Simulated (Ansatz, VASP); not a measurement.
Two plane-wave programs on Ta3N

```
Ta N
1.0
     5.62125    0.00000    0.00000
    -2.81063    4.86815    0.00000
     0.00000    0.00000    2.85502
Ta N
3 1
Direct
  0.49373 0.50627 0.42088
  0.49373 0.98746 0.42088
  0.01254 0.50627 0.42088
  0.66667 0.33333 0.92087
```

Alike in both runs: functional PBE; k mesh 6 × 6 × 4; occupations gaussian, width 0.1 eV; no spin polarisation.

Ansatz relaxed the structure, and its values are those at the end. VASP's run is a single point on that final structure, the one shown.

|  | VASP | Ansatz |
| --- | --- | --- |
| version | VASP 6.6.1 | Ansatz 0.2.0 |
| potentials or method | VASP PAW PBE potentials, release 64 (Ta_pv, N), cutoff 520 eV | scalar-relativistic, plane waves, PAW |
| valence electrons in the cell | 38 | 44 |

```tsv
	VASP	Ansatz	Ansatz less VASP
gap on the k mesh at the Fermi level (eV)	none	none	-
pressure (GPa)	0.3	0.1	-0.21
rms of the force components (eV/Å)	0.023	0.005	-0.0184
```

A gap of «none» marks a metal or a gap that the smearing closes. The functional is the same, so the differences come from potentials, cutoffs and numerics. VASP's potentials hold 38 valence electrons a cell and Ansatz's 44, so a difference there can come from the potentials and not from the codes.

The k mesh is coarse, so the values compare programs but aren't converged. Spin-orbit coupling is off throughout.
